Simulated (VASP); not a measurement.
Here is a VASP 6.6.1 calculation.

INCAR

```
PREC     = Accurate       # precision mode
ENCUT    = 600            # plane-wave cutoff, eV
EDIFF    = 1E-6           # SCF threshold, eV
ISMEAR   = 0              # smearing method
SIGMA    = 0.1            # smearing width, eV
LREAL    = F              # projectors in reciprocal space
LASPH    = T              # aspherical terms in the spheres
NELM     = 80             # most SCF steps
ALGO     = Fast           # electronic algorithm
ISIF     = 3              # what is computed and relaxed
LWAVE    = F              # write WAVECAR
LCHARG   = F              # write CHGCAR
GGA      = PE             # functional
IBRION   = 2              # ionic algorithm
NSW      = 90             # ionic steps
EDIFFG   = -0.04          # ionic threshold
```

The input KPOINTS:

```
Automatic mesh
0
Gamma
  4 4 4
```

Contents of POSCAR:

```
W7Au
1.0
   -3.3082194800      3.3082194800      3.3082194800
    3.3082194800     -3.3082194800      3.3082194800
    3.3082194800      3.3082194800     -3.3082194800
W Au
7 1
Direct
    0.0000000000      0.5000000000      0.5000000000
    0.5000000000      0.5000000000      0.0000000000
    0.5000000000      0.0000000000      0.5000000000
    0.0000000000      0.0000000000      0.5000000000
    0.0000000000      0.5000000000      0.0000000000
    0.5000000000      0.0000000000      0.0000000000
    0.5000000000      0.5000000000      0.5000000000
    0.0000000000      0.0000000000      0.0000000000
```

Potentials or basis: VASP PAW PBE potentials, release 64 (W_sv, Au).

Launch:

```console
$ cat potpaw_PBE.64/W_sv/POTCAR potpaw_PBE.64/Au/POTCAR > POTCAR
$ mpirun -np 1 vasp_std > vasp.out
```

Task: What does it give for the band gap on the k mesh?

Result: Zero (an odd number of electrons rules out a gap without spin polarisation).

Task: Estimate the relaxed volume.

Result: 16.35 Å³/atom.

Task: Predict the relaxed cell.

Result: a = 5.539 Å, b = 5.539 Å, c = 5.539 Å, α = 109.47°, β = 109.47°, γ = 109.47°.

Final structure:
```cif
data_structure
_symmetry_space_group_name_H-M 'P 1'
_symmetry_Int_Tables_number 1
_cell_length_a 5.5387
_cell_length_b 5.5387
_cell_length_c 5.5387
_cell_angle_alpha 109.471
_cell_angle_beta 109.471
_cell_angle_gamma 109.471
_cell_volume 130.80
loop_
_atom_site_label
_atom_site_type_symbol
_atom_site_fract_x
_atom_site_fract_y
_atom_site_fract_z
_atom_site_occupancy
W1 W 0.00000 0.50000 0.50000 1
W2 W 0.50000 0.50000 0.00000 1
W3 W 0.50000 0.00000 0.50000 1
W4 W 0.00000 0.00000 0.50000 1
W5 W 0.00000 0.50000 0.00000 1
W6 W 0.50000 0.00000 0.00000 1
W7 W 0.50000 0.50000 0.50000 1
Au1 Au 0.00000 0.00000 0.00000 1
```

Caveat: spin-orbit coupling is left out, which moves the levels of the heavy elements.
